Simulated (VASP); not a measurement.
Write the native input for VASP 6.6.1 that does the following.

| Quantity | Value |
| --- | --- |
| Task | single point |
| Functional | PBEsol |
| Potentials or basis | VASP PAW PBE potentials, release 64 (Ni_sv_GW, O_h) |
| Cutoff | 1340 eV |
| k mesh | 8 × 8 × 8 |
| Occupations | gaussian, width 0.1 eV |
| Spin | collinear spin, ferromagnetic start |
| Starting moments | [1.07, 0.18] μB |
| Dipole correction | no |
| Further INCAR settings | ALGO = Normal; EDIFF = 1e-06; NBANDS = 23 |

The structure of NiO lies in POSCAR:

```
NiO
1.0
    0.0000000000      2.0528784395      2.0528784395
    2.0528784395      0.0000000000      2.0528784395
    2.0528784395      2.0528784395      0.0000000000
Ni O
1 1
Direct
    0.0000000000      0.0000000000      0.0000000000
    0.5000000000      0.5000000000      0.5000000000
```

These files were run (other wordings do the same):

INCAR

```
SYSTEM = NiO
PREC = Accurate
ENCUT = 1340
EDIFF = 1E-6
ISMEAR = 0
SIGMA = 0.1
LREAL = .False.
LASPH = .True.
NELM = 200
ALGO = Normal
ISIF = 2
LWAVE = .False.
LCHARG = .True.
ISPIN = 2
MAGMOM = 1.07 0.18
LORBIT = 11
LMAXMIX = 4
GGA = PS
LELF = .True.
LVHAR = .True.
NBANDS = 23
GGA_COMPAT = .False.
```

KPOINTS

```
regular mesh
0
Gamma
  8 8 8
  0 0 0
```

Potentials or basis: VASP PAW PBE potentials, release 64 (Ni_sv_GW, O_h).

The run is started by

```console
$ cat potpaw_PBE.64/Ni_sv_GW/POTCAR potpaw_PBE.64/O_h/POTCAR > POTCAR
$ mpirun -np 1 vasp_std > vasp.out
```

Results of the run:

```
Pressure                                              : 0.2 GPa
Net moment                                            : 0.99 μB per cell
Site moments                                          : Ni +0.84; O +0.10 μB
Valence electrons inside the program's atomic spheres : Ni 16.24; O 3.32
```

Caveat: the PAW data sets were made with another functional, which shifts forces and pressure a little; a cell with one magnetic atom can't hold antiferromagnetic order, which such compounds often take.

Wall time 94 s on 1 thread of AMD EPYC 9R45 96-Core Processor (Zen 5) (shared host), peak memory 0.27 GiB.
